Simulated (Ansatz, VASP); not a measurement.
MnS: VASP beside Ansatz

```
CELL_PARAMETERS angstrom
3.95358 0.00000 0.00000
-1.97679 3.42390 0.00000
0.00000 0.00000 6.34253
ATOMIC_POSITIONS crystal
Mn 0.33333 0.66667 0.99884
Mn 0.66667 0.33333 0.49886
S 0.66667 0.33333 0.12615
S 0.33333 0.66667 0.62614
```

Alike in both runs: task single point; functional r2SCAN; k mesh 6 × 6 × 3; occupations gaussian, width 0.05 eV; collinear spin; Hubbard terms Mn d U = 2.0 eV.

```csv
,VASP,Ansatz
version,VASP 6.6.1,Ansatz 0.2.0
potentials or method,"VASP PAW PBE potentials, release 64 (Mn_pv, S), cutoff 520 eV","scalar-relativistic, plane waves, PAW"
valence electrons in the cell,38,42
```

|  | VASP | Ansatz | Ansatz less VASP |
| --- | --- | --- | --- |
| gap on the k mesh at the Fermi level (eV) | 2.57 | 2.67 | +0.100 |
| least direct gap on the mesh (eV) | 2.79 | 2.81 | +0.018 |
| pressure (GPa) | 3.6 | 3.6 | -0.10 |
| traceless stress, the component that is largest in VASP (GPa) | 0.78 | 0.80 | +0.021 |
| rms of the force components (eV/Å) | 0.085 | 0.084 | -0.0016 |
| net moment per atom (μB) | 0.00 | 0.00 | 0.000 |
| size of the moment on the site where the two differ most (μB) | 4.47 | 4.25 | -0.215 |

VASP's potentials were made for PBE, not for r2SCAN. Site moments also hang on the region over which each program counts them. The programs project onto different local orbitals, so the same U acts differently, and such runs can settle in different states. Atom by atom the forces differ by 0.002 eV/Å (rms over components). VASP's potentials hold 38 valence electrons a cell and Ansatz's 42, so a difference there can come from the potentials and not from the codes. Ansatz's warnings: stability check not made.
